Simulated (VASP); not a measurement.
A run of VASP 6.6.1:

Contents of INCAR:

```
PREC = Accurate ; ENCUT = 520
EDIFF = 1E-6 ; ISMEAR = -1
SIGMA = 0.06122561905347299 ; LREAL = F
LASPH = T ; NELM = 80
ALGO = Normal ; ISIF = 2
LWAVE = F ; LCHARG = F
GGA = PE ; NBANDS = 12
```

File KPOINTS:

```
Automatic mesh
0
Gamma
  17 17 17
```

The input POSCAR:

```
Mg2O
1.0
    0.0000000000      2.8007760609      2.8007760609
    2.8007760609      0.0000000000      2.8007760609
    2.8007760609      2.8007760609      0.0000000000
Mg O
2 1
Direct
    0.2500000000      0.2500000000      0.2500000000
    0.7500000000      0.7500000000      0.7500000000
    0.0000000000      0.0000000000      0.0000000000
```

Potentials or basis: VASP PAW PBE potentials, release 64 (Mg, O).

Launch:

```console
$ cat potpaw_PBE.64/Mg/POTCAR potpaw_PBE.64/O/POTCAR > POTCAR
$ mpirun -np 1 vasp_std > vasp.out
```

Hardware: 1 thread of AMD EPYC 9R45 96-Core Processor (Zen 5), on a shared host.

Task: Estimate the wall time of this run.

Result: Wall time 31 s on 1 thread of AMD EPYC 9R45 96-Core Processor (Zen 5) (shared host), peak memory 0.2 GiB. Counts: scf iterations 13, k points 165.
